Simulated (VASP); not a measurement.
Input of a VASP 6.6.1 run:

INCAR

```
SYSTEM = Au
PREC = Accurate ; ENCUT = 600
EDIFF = 1E-6 ; ISMEAR = 0
SIGMA = 0.1 ; LREAL = .FALSE.
LASPH = .TRUE. ; NELM = 60
ALGO = Fast ; ISIF = 3
LWAVE = .FALSE. ; LCHARG = .FALSE.
GGA = PE ; IBRION = 2
NSW = 100 ; EDIFFG = -0.01
```

Contents of KPOINTS:

```
regular mesh
0
G
  12 12 8
  0 0 0
```

POSCAR

```
Au
1.0
    4.6219114488      0.0000000000      0.0000000000
   -2.3109557244      4.0026927287      0.0000000000
    0.0000000000      0.0000000000      5.2817195105
Au
4
Direct
    0.0000000000      0.0000000000      0.2500000000
    0.0000000000      0.0000000000      0.7500000000
    0.3333333333      0.6666666667      0.7500000000
    0.6666666667      0.3333333333      0.2500000000
```

Potentials or basis: VASP PAW PBE potentials, release 64 (Au).

The run is started by

```sh
$ cat potpaw_PBE.64/Au/POTCAR > POTCAR
$ mpirun -np 1 vasp_std > vasp.out
```

Task: Estimate the relaxed volume.

Result: 24.31 Å³/atom.

Task: Predict the space group after relaxing (to 0.1 Å).

Result: P6_3/mmc (No. 194).

Step by step:
```tsv
step	energy change (eV)	largest force (eV/Å)	pressure (GPa)	volume (Å³)
1	0.0000	0.0000	-0.27	97.71
2	-0.0011	0.0000	0.12	97.13
3	-0.0012	0.0000	0.05	97.22
4	-0.0012	0.0000	0.03	97.23
```
